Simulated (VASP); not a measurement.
# InSe (P1) in VASP: further runs

The runs below take InSe through single point, with PBE.

Program: VASP 6.6.1. These are calculated values, not measurements. Logs are shortened: lines on timing, memory, paths and dates and some standing lists are left out, and cuts for length are marked.

### Step 1. The cell of the first run

The typed cell holds 8 atoms: a = 4.092 Å, b = 4.092 Å, c = 17.105 Å, α = 90.00°, β = 90.00°, γ = 120.00°.

### Step 2. Single point, PBE

INCAR

```
PREC = Accurate ; ENCUT = 400
EDIFF = 1E-6 ; ISMEAR = 0
SIGMA = 0.01 ; LREAL = False
LASPH = True ; NELM = 120
ALGO = Normal ; ISIF = 2
LWAVE = False ; LCHARG = False
GGA = PE ; NBANDS = 48
GGA_COMPAT = False
```

KPOINTS

```
regular mesh
0
Gamma
  3 3 1
```

POSCAR

```
InSe
1.0
    4.0919790000      0.0000000000      0.0000000000
   -2.0459890000      3.5437580000      0.0000000000
    0.0000000000      0.0000000000     17.1054810000
In Se
4 4
Direct
    0.3278254903      0.6448397436      0.1591267735
    0.6691567879      0.3384663964      0.6632582855
    0.3330039171      0.6794919405      0.3375518642
    0.6720239625      0.3505360693      0.8349412098
    0.3356141985      0.6623262649      0.5989106650
    0.6522926749      0.3034800909      0.0991026210
    0.3308763438      0.6726644427      0.8990600147
    0.6910484852      0.3424186979      0.4029114411
```

Potentials or basis: VASP PAW PBE potentials, release 64 (In_d, Se).

On the command line:

```console
> cat potpaw_PBE.64/In_d/POTCAR potpaw_PBE.64/Se/POTCAR > POTCAR
> mpirun -np 1 vasp_std > vasp.out
```

OUTCAR:

```text
PREC = Accurate
   ENCUT = 400
   EDIFF = 1E-6
   ISMEAR = 0
   LREAL = False
   LASPH = True
   NELM = 120
   ISIF = 2
   GGA = PE

 ion  position               nearest neighbor table
   1  0.328  0.645  0.159-   6 2.55   6 2.57   6 2.60   3 3.05
   2  0.669  0.338  0.663-   5 2.58   5 2.61   5 2.64   4 2.94
   3  0.333  0.679  0.338-   8 2.54   8 2.60   8 2.71   1 3.05
   4  0.672  0.351  0.835-   7 2.58   7 2.59   7 2.64   2 2.94
   5  0.336  0.662  0.599-   2 2.58   2 2.61   2 2.64
   6  0.652  0.303  0.099-   1 2.55   1 2.57   1 2.60
   7  0.331  0.673  0.899-   4 2.58   4 2.59   4 2.64
   8  0.691  0.342  0.403-   3 2.54   3 2.60   3 2.71

  LATTYP: Found a hexagonal cell.
 ALAT       =     4.0919790000
 C/A-ratio  =     4.1802465262

  Lattice vectors:

 A1 = (   4.0919790000,   0.0000000000,   0.0000000000)
 A2 = (  -2.0459890000,   3.5437580000,   0.0000000000)
 A3 = (   0.0000000000,   0.0000000000,  17.1054810000)

Analysis of symmetry for initial positions (statically):
=====================================================================
 Subroutine PRICEL returns:
 Original cell was already a primitive cell.

 Routine SETGRP: Setting up the symmetry group for a
 hexagonal supercell.

 Subroutine GETGRP returns: Found  1 space group operations
 (whereof  1 operations were pure point group operations)
 out of a pool of 24 trial point group operations.

The static configuration has the point symmetry C_1 .

Analysis of symmetry for dynamics (positions and initial velocities):
=====================================================================
 Subroutine PRICEL returns:
 Original cell was already a primitive cell.

 Routine SETGRP: Setting up the symmetry group for a
 hexagonal supercell.

 Subroutine GETGRP returns: Found  1 space group operations
 (whereof  1 operations were pure point group operations)
 out of a pool of 24 trial point group operations.

The dynamic configuration has the point symmetry C_1 .

 Subroutine INISYM returns: Found  1 space group operations
 (whereof  1 operations are pure point group operations),
 and found     1 'primitive' translations

----------------------------------------------------------------------------------------

                                     Primitive cell
[... 85 lines left out ...]
   EDIFFG = 0.1E-04   stopping-criterion for IOM
   NSW    =      0    number of steps for IOM
   IBRION =     -1    ionic relax: 0-MD 1-quasi-New 2-CG
   NFREE  =      0    steps in history (QN), initial steepest desc. (CG)
   ISIF   =      2    stress and relaxation
   ISYM   =      2    0-nonsym 1-usesym 2-fastsym
   POTIM  = 0.5000    time-step for ionic-motion
   TEBEG  =    0.0;   TEEND  =   0.0 temperature during run
   PSTRESS=    0.0 pullay stress
   NELECT =      76.0000    total number of electrons
   NUPDOWN=      -1.0000    fix difference up-down
   EMIN   =  10.00;   EMAX   =-10.00  energy-range for DOS
   EFERMI =   0.00;   METHOD = LEGACY
   ISMEAR =     0;   SIGMA  =   0.01  broadening in eV -4-tet -1-fermi 0-gaus
   EFERMI_NEDOS =   21; number of points for ismear=-14 and -15
   IALGO  =     38    algorithm
   IMIX   =      4    mixing-type and parameters
     AMIX     =   0.40;   BMIX     =  1.00
     AMIX_MAG =   1.60;   BMIX_MAG =  1.00
  volume/ion in A,a.u.               =      31.01       209.24
  Fermi-wavevector in a.u.,A,eV,Ry     =   1.103660  2.085614 16.572771  1.218064
  Thomas-Fermi vector in A             =   2.240121
   LORBIT       =      0    0 simple, 1 ext, 2 COOP (PROOUT), +10 PAW based schemes
   GGA     = PE    functional components
   LHFCALC =     F    Hartree Fock is set to
   AEXX    =    0.0000 exact exchange contribution
   IVDW    =     0    specifies the selected vdW correction
   LEPSILON=     F    determine dielectric tensor
   LRPA    =     F    only Hartree local field effects (RPA)
 non-spin polarized calculation
 Gauss-broadening in eV      SIGMA  =   0.01
  energy-cutoff  :      400.00
  volume of cell :      248.05
 maximum number of plane-waves:      4531
 NGX is ok and might be reduce to    28
   NGX = 13   NGY = 13   NGZ = 55

 number of electron      75.9999995 magnetization

 Free energy of the ion-electron system (eV)
  ---------------------------------------------------
  ext. energy  EPLUGINS =         0.00000000
  ---------------------------------------------------
  free energy    TOTEN  =       -27.27294030 eV

  energy without entropy =      -27.27294030  energy(sigma->0) =      -27.27294030

 E-fermi :   3.7627     XC(G=0):  -8.5540

 val. band max:        3.7069449897   @ k =   0.0000   0.0000   0.0000
 cond. band min:       3.8314506396   @ k =   0.0000   0.0000   0.0000
 fundamental gap:      0.1245056500
 Fermi energy:         3.7627435990

 k-point     1 :       0.0000    0.0000    0.0000
  band No.  band energies     occupation
      1     -11.1280      2.00000
      2     -11.1038      2.00000
      3     -11.0065      2.00000
      4     -10.9968      2.00000
      5     -10.9931      2.00000
      6     -10.9836      2.00000
[... 244 lines left out ...]
     47       9.0320      0.00000
     48       9.0527      0.00000

------------------------ aborting loop because EDIFF is reached ----------------------------------------

  FORCE on cell =-STRESS in cart. coord.  units (eV):
  Direction    XX          YY          ZZ          XY          YZ          ZX
  --------------------------------------------------------------------------------------
  -------------------------------------------------------------------------------------
  Total        9.6346675      9.2152375      0.8153078      0.4938607     -0.6182884     -0.6408211
  in kB       62.2321163     59.5229396      5.2662255      3.1899386     -3.9936404     -4.1391831
  external PRESSURE =      42.3404271 kB  Pullay stress =       0.0000000 kB

 VOLUME and BASIS-vectors are now :
 -----------------------------------------------------------------------------
  energy-cutoff  :      400.00
  volume of cell :      248.05
      direct lattice vectors                 reciprocal lattice vectors
     4.091979000  0.000000000  0.000000000     0.244380531  0.141093121  0.000000000
    -2.045989000  3.543758000  0.000000000     0.000000000  0.282186312  0.000000000
     0.000000000  0.000000000 17.105481000     0.000000000  0.000000000  0.058460794

 POSITION                                       TOTAL-FORCE (eV/Angst)
 -----------------------------------------------------------------------------------
      0.02212      2.28516      2.72194        -0.137740     -0.179590      1.855342
      2.04568      1.19944     11.34535         0.129836     -0.211461      1.205914
     -0.02759      2.40796      5.77399         0.692271     -0.046000     -1.508534
      2.03272      1.24221     14.28207        -0.057786     -0.276142     -1.276477
      0.01821      2.34712     10.24466        -0.145724      0.234934     -0.872969
      2.04825      1.07546      1.69520         0.139085      0.269262     -1.234944
     -0.02233      2.38376     15.37885         0.075931      0.248612      0.949976
      2.12717      1.21345      6.89199        -0.695874     -0.039615      0.881693
 -----------------------------------------------------------------------------------
    total drift:                               -0.000077      0.000157      0.000679

  FREE ENERGIE OF THE ION-ELECTRON SYSTEM (eV)
  ---------------------------------------------------
  free  energy   TOTEN  =       -27.2729403018 eV

  energy  without entropy=      -27.2729403018  energy(sigma->0) =      -27.27294030
```

stdout:

```text
POSCAR found type information on POSCAR InSe
 POSCAR found :  2 types and       8 ions
 scaLAPACK will be used
 LDA part: xc-table for (Slater+PW92), standard interpolation
 POSCAR, INCAR and KPOINTS ok, starting setup
 FFT: planning ... GRIDC
 FFT: planning ... GRID_SOFT
 FFT: planning ... GRID
 WAVECAR not read
 entering main loop
```

It took 1.9 min on 1 thread of Intel Xeon 8259CL, shared host; peak memory 0.29 GiB.

What came out:

```
Free energy            : -27.2729 eV
Pressure               : 4.2 GPa
Largest force          : 1.869 eV/Å
Band gap on the k mesh : 0.12 eV, direct
```

Forces on the atoms (eV/Å):
```
In  -0.138 -0.180  1.855
In   0.130 -0.211  1.206
In   0.692 -0.046 -1.509
In  -0.058 -0.276 -1.276
Se  -0.146  0.235 -0.873
Se   0.139  0.269 -1.235
Se   0.076  0.249  0.950
Se  -0.696 -0.040  0.882
```

Stress tensor (GPa, compression positive):
```
 6.22  0.32 -0.41
 0.32  5.95 -0.40
-0.41 -0.40  0.53
```

Levels at points of the mesh, in eV from the valence-band top:
```csv
k point,band 34,band 35,band 36,band 37,band 38,band 39,band 40,band 41,band 42,band 43
"(0.00, 0.00, 0.00)",-1.61,-1.53,-1.37,-1.20,0.00,0.12,0.94,1.55,1.79,3.95
```

Caveat: the k points lie up to 0.59 Å⁻¹ apart; spin-orbit coupling is left out, which moves the levels of the heavy elements; forces of over 1 eV/Å act on the atoms, so gaps and moduli don't describe the material at rest.

### Step 3. Single point, PBE

This run uses another cell than the first one, of 31.96 Å³/atom, 1.031 times its volume.

INCAR is that of step 2.

KPOINTS is that of step 2.

POSCAR

```
InSe
1.0
    4.1334960000      0.0000000000      0.0000000000
   -2.0667480000      3.5797130000      0.0000000000
    0.0000000000      0.0000000000     17.2790350000
In Se
4 4
Direct
    0.3215272673      0.6356124080      0.1628022051
    0.6665868433      0.3339197863      0.6667448153
    0.3336499591      0.6764031083      0.3335619148
    0.6699574917      0.3554175991      0.8302802211
    0.3345611712      0.6553930441      0.5959103619
    0.6505062420      0.2898064733      0.0959672806
    0.3317054758      0.6713378978      0.9008102594
    0.7007624784      0.3469532334      0.4068600475
```

Potentials or basis: VASP PAW PBE potentials, release 64 (In_d, Se).

On the command line:

```console
> cat potpaw_PBE.64/In_d/POTCAR potpaw_PBE.64/Se/POTCAR > POTCAR
> mpirun -np 1 vasp_std > vasp.out
```

Wall time 1.9 min (1 thread of Intel Xeon 8259CL, shared host); peak memory 0.29 GiB.

The run converged. Its results:

```
Free energy            : -27.7218 eV
Pressure               : 0.8 GPa
Largest force          : 0.994 eV/Å
Band gap on the k mesh : 0.05 eV, direct
```

Forces in eV/Å, atoms in the order of the input:
```
In   0.054 -0.205  0.972
In   0.153 -0.187  0.154
In   0.580  0.087 -0.473
In   0.097 -0.294 -0.214
Se  -0.170  0.219 -0.098
Se  -0.041  0.318 -0.460
Se  -0.075  0.256  0.161
Se  -0.598 -0.195 -0.042
```

Stress tensor (GPa, compression positive):
```
 1.36  0.20 -0.36
 0.20  1.03 -0.59
-0.36 -0.59 -0.06
```

Levels at points of the mesh, in eV from the valence-band top:
| k point | band 35 | band 36 | band 37 | band 38 | band 39 | band 40 | band 41 | band 42 |
| --- | --- | --- | --- | --- | --- | --- | --- | --- |
| (0.00, 0.00, 0.00) | -1.29 | -1.26 | -1.08 | 0.00 | 0.05 | 1.11 | 1.72 | 1.79 |

Caveat: the k points lie up to 0.59 Å⁻¹ apart; spin-orbit coupling is left out, which moves the levels of the heavy elements.
